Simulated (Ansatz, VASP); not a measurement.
## BaO in VASP and in Ansatz

Contents of INCAR:

```
ALGO = Normal
EDIFF = 1E-6
ENCUT = 600
GGA = PE
GGA_COMPAT = False
ISIF = 2
ISMEAR = 0
LASPH = True
LCHARG = False
LREAL = False
LWAVE = False
NBANDS = 15
NELM = 120
PREC = Accurate
SIGMA = 0.02
```

Contents of KPOINTS:

```
k-points
0
Gamma
  8 8 8
```

The input POSCAR:

```
BaO
1.0
    0.0000000000      2.7500000000      2.7500000000
    2.7500000000      0.0000000000      2.7500000000
    2.7500000000      2.7500000000      0.0000000000
Ba O
1 1
Direct
   -0.0081818182      0.0081818182      0.0081818182
    0.5000000000      0.5000000000      0.5000000000
```

Input for Ansatz:

```yaml
crystal:
  lattice:
    - [0.0, 2.75, 2.75]
    - [2.75, 0.0, 2.75]
    - [2.75, 2.75, 0.0]
  atoms:
    - { symbol: Ba, position: [-0.0081818182, 0.0081818182, 0.0081818182] }
    - { symbol: O, position: [0.5, 0.5, 0.5] }
basis:
  ecutwfc: 420
kpoints:
  mp_grid: { grid: [8, 8, 8] }
hamiltonian:
  xc: pbe
scf:
  occupations: { method: gaussian, width: 0.02 }
output:
  forces: true
  stress: true
  eigenvalues: true
```

Change from the starting cell: one atom moved.

Alike in both runs: task single point; functional PBE; k mesh 8 × 8 × 8; occupations gaussian, width 0.02 eV; no spin polarisation.

|  | VASP | Ansatz |
| --- | --- | --- |
| version | VASP 6.6.1 | Ansatz 0.2.0 |
| potentials or method | VASP PAW PBE potentials, release 64 (Ba_sv, O), cutoff 600 eV | scalar-relativistic, plane waves, PAW |
| valence electrons in the cell | 16 | 16 |

Ansatz gave:

* gap on the k mesh at the Fermi level (eV): 1.97
* least direct gap on the mesh (eV): 1.97
* pressure (GPa): 3.0
* traceless stress, the component that is largest in VASP (GPa): 0.09
* rms of the force components (eV/Å): 0.014

Q: Estimate VASP's values.

A: gap on the k mesh at the Fermi level (eV): 1.90; least direct gap on the mesh (eV): 1.90; pressure (GPa): 4.8; traceless stress, the component that is largest in VASP (GPa): 0.11; rms of the force components (eV/Å): 0.024.

Atom by atom the forces differ by 0.010 eV/Å (rms over components). With one functional, cell and mesh, what is left measures potentials, basis and numerics.

Neither program's run includes spin-orbit coupling.
